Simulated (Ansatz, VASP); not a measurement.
**CdSe in VASP and in Ansatz**

The input INCAR:

```
SYSTEM = CdSe
PREC = Accurate
ENCUT = 500
EDIFF = 1E-6
ISMEAR = -1
SIGMA = 0.02
LREAL = .FALSE.
LASPH = .TRUE.
NELM = 200
ALGO = Normal
ISIF = 2
LWAVE = .FALSE.
LCHARG = .FALSE.
ISPIN = 2
MAGMOM = 0 0
LORBIT = 11
GGA = PE
NBANDS = 20
GGA_COMPAT = .FALSE.
```

File KPOINTS:

```
regular mesh
0
G
  6 6 6
  0 0 0
```

Contents of POSCAR:

```
CdSe
1.0
    0.0000000000      2.8429458735      2.8429458735
    2.8429458735      0.0000000000      2.8429458735
    2.8429458735      2.8429458735      0.0000000000
Cd Se
1 1
Direct
    0.0000000000      0.0000000000      0.0000000000
    0.5000000000      0.5000000000      0.5000000000
```

Input for Ansatz:

```yaml
crystal:
  lattice:
    - [0.0, 2.8429458735, 2.8429458735]
    - [2.8429458735, 0.0, 2.8429458735]
    - [2.8429458735, 2.8429458735, 0.0]
  atoms:
    - { symbol: Cd, position: [0.0, 0.0, 0.0] }
    - { symbol: Se, position: [0.5, 0.5, 0.5] }
kpoints:
  mp_grid: { grid: [6, 6, 6] }
hamiltonian:
  xc: pbe
scf:
  occupations: { method: fermi_dirac, width: 0.02 }
  n_extra_bands: 4
  max_iter: 85
output:
  forces: true
  stress: true
  eigenvalues: true
magnetization:
  spin_polarized: true
  initial_magnetization: 6.0
```

Alike in both runs: task single point; functional PBE; k mesh 6 × 6 × 6; occupations fermi-dirac, width 0.02 eV; collinear spin.

```csv
,VASP,Ansatz
version,VASP 6.6.1,Ansatz 0.2.0
potentials or method,"VASP PAW PBE potentials, release 64 (Cd, Se)",plane waves
plane-wave cutoff (eV),500,420
valence electrons in the cell,18,36
```

|  | VASP | Ansatz | Ansatz less VASP |
| --- | --- | --- | --- |
| gap on the k mesh at the Fermi level (eV) | none | none | - |
| pressure (GPa) | 2.1 | 1.8 | -0.37 |
| net moment per atom (μB) | 0.00 | 0.00 | 0.000 |

A gap of «none» marks a metal or a gap that the smearing closes. VASP's potentials hold 18 valence electrons a cell and Ansatz's 36, so a difference there can come from the potentials and not from the codes. Ansatz's warnings: moment headroom below auto, seeded moment not kept.
